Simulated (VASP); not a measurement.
# WSe2 in VASP: a series of runs

Aim: see how the results for WSe2 move with the level of theory and the settings. Levels: r2SCAN, PBE. Tasks: single point.

All numbers are computed with VASP 6.6.1; they aren't measurements. Logs are shortened: lines on timing, memory, paths and dates and some standing lists are left out, and cuts for length are marked.

## (1) The cell of the first run

It takes space group P6_3/mmc (No. 194, hexagonal). The conventional cell has a = 3.368 Å, b = 3.368 Å, c = 13.149 Å, α = 90.00°, β = 90.00°, γ = 120.00°. W (site symmetry -6m2) has 6 Se at 2.55 Å and 6 W at 3.37 Å within 3.4 Å. Within 3.4 Å of Se (site symmetry 3m) lie 3 W at 2.55 Å and 7 Se at 3.29 to 3.37 Å.

## (2) Single point, r2SCAN (biaxial xy strain +2.1%)

POSCAR

```
WSe2
1.0
    3.3679714892      0.0000000000      0.0000000000
   -1.6839857446      2.9167488688      0.0000000000
    0.0000000000      0.0000000000     13.1485345237
W Se
2 4
Direct
    0.6666666667      0.3333333333      0.7500000000
    0.3333333333      0.6666666667      0.2500000000
    0.3333333333      0.6666666667      0.8749338747
    0.6666666667      0.3333333333      0.3749338747
    0.3333333333      0.6666666667      0.6250661253
    0.6666666667      0.3333333333      0.1250661253
```

INCAR.step1

```
ALGO = Normal
EDIFF = 1E-4
ENCUT = 520
GGA = PE
ISMEAR = 0
LASPH = True
LCHARG = False
LREAL = False
LWAVE = True
NBANDS = 35
NELM = 100
PREC = Accurate
SIGMA = 0.01
```

INCAR.step2

```
ALGO = Normal
EDIFF = 1E-6
ENCUT = 520
ISIF = 2
ISMEAR = 0
ISTART = 1
LASPH = True
LCHARG = False
LMIXTAU = True
LREAL = False
LWAVE = False
METAGGA = R2SCAN
NBANDS = 35
NELM = 100
PREC = Accurate
SIGMA = 0.01
```

KPOINTS

```
k-points
0
Gamma
  12 12 2
```

Potentials or basis: VASP PAW PBE potentials, release 64 (W_sv, Se).

The run is started by

```bash
$ cat potpaw_PBE.64/W_sv/POTCAR potpaw_PBE.64/Se/POTCAR > POTCAR
$ cp INCAR.step1 INCAR
$ mpirun -np 1 vasp_std > vasp.out
$ cp INCAR.step2 INCAR
$ mpirun -np 1 vasp_std > vasp.out
```

OUTCAR:

```text
EDIFF = 1E-6
   ENCUT = 520
   ISIF = 2
   ISMEAR = 0
   ISTART = 1
   LASPH = True
   LREAL = False
   METAGGA = R2SCAN
   NELM = 100
   PREC = Accurate

 ion  position               nearest neighbor table
   1  0.667  0.333  0.750-   3 2.55   5 2.55   3 2.55   5 2.55   3 2.55   5 2.55
   2  0.333  0.667  0.250-   4 2.55   6 2.55   4 2.55   6 2.55   4 2.55   6 2.55
   3  0.333  0.667  0.875-   1 2.55   1 2.55   1 2.55
   4  0.667  0.333  0.375-   2 2.55   2 2.55   2 2.55
   5  0.333  0.667  0.625-   1 2.55   1 2.55   1 2.55
   6  0.667  0.333  0.125-   2 2.55   2 2.55   2 2.55

  LATTYP: Found a hexagonal cell.
 ALAT       =     3.3679714892
 C/A-ratio  =     3.9039922297

  Lattice vectors:

 A1 = (   3.3679714892,   0.0000000000,   0.0000000000)
 A2 = (  -1.6839857446,   2.9167488688,   0.0000000000)
 A3 = (   0.0000000000,   0.0000000000,  13.1485345237)

Analysis of symmetry for initial positions (statically):
=====================================================================
 Subroutine PRICEL returns:
 Original cell was already a primitive cell.

 Routine SETGRP: Setting up the symmetry group for a
 hexagonal supercell.

 Subroutine GETGRP returns: Found 24 space group operations
 (whereof 12 operations were pure point group operations)
 out of a pool of 24 trial point group operations.

The static configuration has the point symmetry D_3d.
 The point group associated with its full space group is D_6h.

Analysis of symmetry for dynamics (positions and initial velocities):
=====================================================================
 Subroutine PRICEL returns:
 Original cell was already a primitive cell.

 Routine SETGRP: Setting up the symmetry group for a
 hexagonal supercell.

 Subroutine GETGRP returns: Found 24 space group operations
 (whereof 12 operations were pure point group operations)
 out of a pool of 24 trial point group operations.

The dynamic configuration has the point symmetry D_3d.
 The point group associated with its full space group is D_6h.

 Subroutine INISYM returns: Found 24 space group operations
 (whereof 12 operations are pure point group operations),
 and found     1 'primitive' translations

----------------------------------------------------------------------------------------

                                     Primitive cell

  volume of cell :     129.1650

  direct lattice vectors                    reciprocal lattice vectors
     3.367971489  0.000000000  0.000000000     0.296914627  0.171423740  0.000000000
    -1.683985745  2.916748869  0.000000000     0.000000000  0.342847480  0.000000000
     0.000000000  0.000000000 13.148534524     0.000000000  0.000000000  0.076054103

  length of vectors
     3.367971489  3.367971489 13.148534524     0.342847480  0.342847480  0.076054103

  position of ions in fractional coordinates (direct lattice)
     0.666666667  0.333333333  0.750000000
     0.333333333  0.666666667  0.250000000
     0.333333333  0.666666667  0.874933875
     0.666666667  0.333333333  0.374933875
     0.333333333  0.666666667  0.625066125
     0.666666667  0.333333333  0.125066125

  ion indices of the primitive-cell ions
   primitive index   ion index
                 1           1
                 2           2
                 3           3
                 4           4
                 5           5
                 6           6

----------------------------------------------------------------------------------------

 KPOINTS: k-points

Automatic generation of k-mesh.
 Grid dimensions read from file:
 generate k-points for:   12   12    2

 Generating k-lattice:

  Cartesian coordinates                     Fractional coordinates (reciprocal lattice)
     0.024742886  0.014285312  0.000000000     0.083333333  0.000000000  0.000000000
     0.000000000  0.028570623  0.000000000     0.000000000  0.083333333  0.000000000
     0.000000000  0.000000000  0.038027052     0.000000000  0.000000000  0.500000000

  Length of vectors
     0.028570623  0.028570623  0.038027052

  Shift w.r.t. Gamma in fractional coordinates (k-lattice)
     0.000000000  0.000000000  0.000000000

 Subroutine IBZKPT returns following result:
 ===========================================

 Found     38 irreducible k-points:

 Following reciprocal coordinates:
            Coordinates               Weight
  0.000000  0.000000  0.000000      1.000000
  0.083333  0.000000  0.000000      6.000000
  0.166667  0.000000  0.000000      6.000000
  0.250000  0.000000  0.000000      6.000000
  0.333333  0.000000  0.000000      6.000000
  0.416667  0.000000  0.000000      6.000000
[... 16 lines left out ...]
  0.250000  0.000000  0.500000      6.000000
  0.333333  0.000000  0.500000      6.000000
 [... further k-points ...]
   k-points           NKPTS =     38   k-points in BZ     NKDIM =     38   number of bands    NBANDS=     35
   number of dos      NEDOS =    301   number of ions     NIONS =      6
   total plane-waves  NPLWV =  76832
   dimension x,y,z NGX =    28 NGY =   28 NGZ =   98
   dimension x,y,z NGXF=    56 NGYF=   56 NGZF=  196
   ions per type =               2   4
   NGX,Y,Z   is equivalent  to a cutoff of  13.82, 13.82, 12.39 a.u.
   NGXF,Y,Z  is equivalent  to a cutoff of  27.64, 27.64, 24.78 a.u.
 SYSTEM =  unknown system
   PREC   = accura    normal or accurate (medium, high low for compatibility)
   ISTART =      1    job   : 0-new  1-cont  2-samecut
   ICHARG =      0    charge: 1-file 2-atom 10-const
   ISPIN  =      1    spin polarized calculation?
   LNONCOLLINEAR =      F non collinear calculations
   LSORBIT =      F    spin-orbit coupling
   LASPH  =      T    aspherical Exc in radial PAW
   ENCUT  =  520.0 eV  38.22 Ry    6.18 a.u.   6.26  6.26 24.45*2*pi/ulx,y,z
   NELM   =    100;   NELMIN=  2; NELMDL=  0     # of ELM steps
   EDIFF  = 0.1E-05   stopping-criterion for ELM
   LREAL  =      F    real-space projection
   EDIFFG = 0.1E-04   stopping-criterion for IOM
   NSW    =      0    number of steps for IOM
   IBRION =     -1    ionic relax: 0-MD 1-quasi-New 2-CG
   NFREE  =      0    steps in history (QN), initial steepest desc. (CG)
   ISIF   =      2    stress and relaxation
   ISYM   =      2    0-nonsym 1-usesym 2-fastsym
   POTIM  = 0.5000    time-step for ionic-motion
   TEBEG  =    0.0;   TEEND  =   0.0 temperature during run
   PSTRESS=    0.0 pullay stress
   NELECT =      52.0000    total number of electrons
   NUPDOWN=      -1.0000    fix difference up-down
   EMIN   =  10.00;   EMAX   =-10.00  energy-range for DOS
   EFERMI =   0.00;   METHOD = LEGACY
   ISMEAR =     0;   SIGMA  =   0.01  broadening in eV -4-tet -1-fermi 0-gaus
   EFERMI_NEDOS =   21; number of points for ismear=-14 and -15
   IALGO  =     38    algorithm
   IMIX   =      4    mixing-type and parameters
     AMIX     =   0.40;   BMIX     =  1.00
     AMIX_MAG =   1.60;   BMIX_MAG =  1.00
  volume/ion in A,a.u.               =      21.53       145.27
  Fermi-wavevector in a.u.,A,eV,Ry     =   1.208818  2.284335 19.881399  1.461242
  Thomas-Fermi vector in A             =   2.344415
   LORBIT       =      0    0 simple, 1 ext, 2 COOP (PROOUT), +10 PAW based schemes
   METAGGA = R2SCAN    functional components
   LHFCALC =     F    Hartree Fock is set to
   AEXX    =    0.0000 exact exchange contribution
   IVDW    =     0    specifies the selected vdW correction
   LEPSILON=     F    determine dielectric tensor
   LRPA    =     F    only Hartree local field effects (RPA)
 non-spin polarized calculation
 Gauss-broadening in eV      SIGMA  =   0.01
  energy-cutoff  :      520.00
  volume of cell :      129.16
 maximum number of plane-waves:      3529
 NGX is ok and might be reduce to    28
   NGX = 13   NGY = 13   NGZ = 49

 number of electron      52.0000001 magnetization

 Free energy of the ion-electron system (eV)
  ---------------------------------------------------
  ext. energy  EPLUGINS =         0.00000000
  ---------------------------------------------------
  free energy    TOTEN  =      -163.53908586 eV

  energy without entropy =     -163.53908586  energy(sigma->0) =     -163.53908586

 E-fermi :   5.6070     XC(G=0): -11.0296

 val. band max:        5.5554427327   @ k =   0.0000   0.0000   0.0000
 cond. band min:       6.5354944730   @ k =   0.3333   0.3333   0.0000
 fundamental gap:      0.9800517403
 Fermi energy:         5.6069808249

 k-point     1 :       0.0000    0.0000    0.0000
  band No.  band energies     occupation
      1     -70.9561      2.00000
      2     -70.9561      2.00000
      3     -34.4980      2.00000
      4     -34.4980      2.00000
      5     -34.4461      2.00000
      6     -34.4461      2.00000
[... 27 lines left out ...]
     34       8.3427      0.00000
     35      10.0425      0.00000

 k-point     2 :       0.0833    0.0000    0.0000
  band No.  band energies     occupation
      1     -70.9555      2.00000
      2     -70.9555      2.00000
      3     -34.4954      2.00000
      4     -34.4954      2.00000
      5     -34.4593      2.00000
      6     -34.4593      2.00000
[... 27 lines left out ...]
     34       8.2617      0.00000
     35      10.6208      0.00000

 k-point     3 :       0.1667    0.0000    0.0000
  band No.  band energies     occupation
      1     -70.9540      2.00000
      2     -70.9540      2.00000
      3     -34.4954      2.00000
      4     -34.4954      2.00000
      5     -34.4884      2.00000
      6     -34.4884      2.00000
[... 27 lines left out ...]
     34       8.7223      0.00000
     35      11.6134      0.00000
[... 723 lines left out ...]
 k-point    23 :       0.2500    0.0000    0.5000
  band No.  band energies     occupation
      1     -70.9519      2.00000
      2     -70.9519      2.00000
      3     -34.5442      2.00000
      4     -34.5442      2.00000
      5     -34.4788      2.00000
      6     -34.4788      2.00000
[... 27 lines left out ...]
     34       9.0968      0.00000
     35      12.1812      0.00000

 k-point    24 :       0.3333    0.0000    0.5000
  band No.  band energies     occupation
      1     -70.9497      2.00000
      2     -70.9497      2.00000
      3     -34.5925      2.00000
      4     -34.5925      2.00000
      5     -34.4808      2.00000
      6     -34.4808      2.00000
[... 27 lines left out ...]
     34       9.4159      0.00000
     35      11.3758      0.00000

 [... further k-points ...]

------------------------ aborting loop because EDIFF is reached ----------------------------------------

  FORCE on cell =-STRESS in cart. coord.  units (eV):
  Direction    XX          YY          ZZ          XY          YZ          ZX
  --------------------------------------------------------------------------------------
  -------------------------------------------------------------------------------------
  Total       -2.5159895     -2.5159895      0.8599572     -0.0000000      0.0000000     -0.0000000
  in kB      -31.2086233    -31.2086233     10.6670083     -0.0000000      0.0000000     -0.0000000
  external PRESSURE =     -17.2500795 kB  Pullay stress =       0.0000000 kB

 VOLUME and BASIS-vectors are now :
 -----------------------------------------------------------------------------
  energy-cutoff  :      520.00
  volume of cell :      129.16
      direct lattice vectors                 reciprocal lattice vectors
     3.367971489  0.000000000  0.000000000     0.296914627  0.171423740  0.000000000
    -1.683985745  2.916748869  0.000000000     0.000000000  0.342847480  0.000000000
     0.000000000  0.000000000 13.148534524     0.000000000  0.000000000  0.076054103

 POSITION                                       TOTAL-FORCE (eV/Angst)
 -----------------------------------------------------------------------------------
      1.68399      0.97225      9.86140        -0.000000     -0.000000      0.000000
     -0.00000      1.94450      3.28713         0.000000      0.000000      0.000000
     -0.00000      1.94450     11.50410         0.000000      0.000000      0.003360
      1.68399      0.97225      4.92983         0.000000      0.000000      0.003360
     -0.00000      1.94450      8.21870         0.000000     -0.000000     -0.003360
      1.68399      0.97225      1.64444        -0.000000     -0.000000     -0.003360
 -----------------------------------------------------------------------------------
    total drift:                                0.000000     -0.000000      0.000000

  FREE ENERGIE OF THE ION-ELECTRON SYSTEM (eV)
  ---------------------------------------------------
  free  energy   TOTEN  =      -163.5390858622 eV

  energy  without entropy=     -163.5390858622  energy(sigma->0) =     -163.53908586
```

Run time: 22 min. Hardware: 1 thread of Oxide Virtual Turin-like, shared host; peak memory 0.35 GiB.

Results:

```
Free energy            : -163.5391 eV
Pressure               : -1.7 GPa
Largest force          : 0.003 eV/Å
Band gap on the k mesh : 0.98 eV (least direct gap 1.38 eV)
```

Forces on the atoms (eV/Å):
```
W    0.000  0.000  0.000
W    0.000  0.000  0.000
Se   0.000  0.000  0.003
Se   0.000  0.000  0.003
Se   0.000  0.000 -0.003
Se   0.000  0.000 -0.003
```

Stress tensor (GPa, compression positive):
```
-3.12  0.00  0.00
 0.00 -3.12  0.00
 0.00  0.00  1.07
```

Caveat: the cell differs from its parent crystal (biaxial xy strain +2.1%); the PAW data sets were made with another functional, which shifts forces and pressure a little; spin-orbit coupling is left out, which moves the levels of the heavy elements.

## (3) Single point, PBE (uniaxial y strain +1.6%)

INCAR

```
PREC = Accurate ; ENCUT = 520
EDIFF = 1E-6 ; ISMEAR = -1
SIGMA = 0.02 ; LREAL = F
LASPH = T ; NELM = 60
ALGO = Normal ; ISIF = 2
LWAVE = F ; LCHARG = T
GGA = PE ; LELF = T
LVHAR = T ; NBANDS = 35
```

KPOINTS

```
Automatic mesh
0
Gamma
  12 12 2
```

POSCAR

```
WSe2
1.0
    3.2996683542      0.0000000000      0.0000000000
   -1.6498341771      2.9038896840      0.0000000000
    0.0000000000      0.0000000000     13.1485345237
W Se
2 4
Direct
    0.6674493705      0.3348987411      0.7500000000
    0.3325506295      0.6651012589      0.2500000000
    0.3350730546      0.6701461093      0.8759590113
    0.6649269454      0.3298538907      0.3759590113
    0.3350730546      0.6701461093      0.6240409887
    0.6649269454      0.3298538907      0.1240409887
```

Potentials or basis: VASP PAW PBE potentials, release 64 (W_sv, Se).

The run is started by

```bash
$ cat potpaw_PBE.64/W_sv/POTCAR potpaw_PBE.64/Se/POTCAR > POTCAR
$ mpirun -np 1 vasp_std > vasp.out
```

It took 11 min on 1 thread of Oxide Virtual Turin-like, shared host; peak memory 0.42 GiB.

The run converged. Its results:

| Quantity | Value |
| --- | --- |
| Free energy | -43.1695 eV |
| Pressure | 2.3 GPa |
| Largest force | 0.315 eV/Å |
| Band gap on the k mesh | 1.03 eV (least direct gap 1.40 eV) |

Forces on the atoms (eV/Å):
```
W    0.000 -0.018  0.000
W    0.000  0.018  0.000
Se   0.000  0.009  0.315
Se   0.000 -0.009  0.315
Se   0.000  0.009 -0.315
Se   0.000 -0.009 -0.315
```

Stress tensor (GPa, compression positive):
```
2.42 0.00 0.00
0.00 0.08 0.00
0.00 0.00 4.51
```

Levels at points of the mesh, in eV from the valence-band top:
| k point | band 23 | band 24 | band 25 | band 26 | band 27 | band 28 | band 29 | band 30 |
| --- | --- | --- | --- | --- | --- | --- | --- | --- |
| (0.00, 0.00, 0.00) | -1.59 | -1.13 | -0.97 | 0.00 | 2.48 | 2.52 | 2.57 | 2.59 |
| (0.50, 0.00, 0.00) | -1.53 | -1.39 | -1.34 | -1.25 | 1.94 | 1.97 | 2.26 | 2.49 |
| (0.00, 0.50, 0.00) | -1.47 | -1.35 | -1.32 | -1.17 | 1.94 | 1.97 | 2.24 | 2.42 |
| (0.00, 0.00, 0.50) | -1.61 | -1.61 | -0.21 | -0.21 | 2.48 | 2.48 | 2.58 | 2.58 |
| (0.50, 0.00, 0.50) | -1.43 | -1.43 | -1.31 | -1.31 | 1.95 | 1.95 | 2.40 | 2.40 |
| (0.00, 0.50, 0.50) | -1.38 | -1.38 | -1.26 | -1.26 | 1.95 | 1.95 | 2.35 | 2.35 |

Caveat: the cell differs from its parent crystal (uniaxial y strain +1.6%); spin-orbit coupling is left out, which moves the levels of the heavy elements; this functional lacks dispersion, which binds layers or chains, so the pressure and a relaxed spacing across them are unreliable. A k mesh can miss the band edges.
